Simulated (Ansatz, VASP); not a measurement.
Na2BrF in VASP and in Ansatz

```
Na Br F
1.0
     3.95083    0.00000    0.00000
     0.00000    3.95083    0.00000
     0.00000    0.00000    5.51521
Na Br F
2 1 1
Cartesian
  0.0000 0.0000 0.0000
  1.9754 1.9754 2.7576
  1.9754 1.9754 0.0000
  0.0000 0.0000 2.7576
```

Alike in both runs: task relaxation of cell and atoms; functional PBE; k mesh 6 × 6 × 4; no spin polarisation.

|  | VASP | Ansatz |
| --- | --- | --- |
| version | VASP 6.6.1 | Ansatz 0.2.0 |
| potentials or method | VASP PAW PBE potentials, release 64 (Na_pv, Br, F), cutoff 600 eV | scalar-relativistic, plane waves, PAW |
| occupations | gaussian, width 0.01 eV | fixed |
| valence electrons in the cell | 28 | 32 |

VASP gave:

```
gap on the k mesh at the Fermi level, each at its own relaxed structure (eV) : 4.47
relaxed volume (Å³/atom)                                                     : 21.49
relaxed cell length with the largest relative difference (Å)                 : 3.949
```

Question: Which values does Ansatz return?

Answer: gap on the k mesh at the Fermi level, each at its own relaxed structure (eV): 4.47; relaxed volume (Å³/atom): 21.54; relaxed cell length with the largest relative difference (Å): 3.952.

VASP's potentials hold 28 valence electrons a cell and Ansatz's 32, so a difference there can come from the potentials and not from the codes.
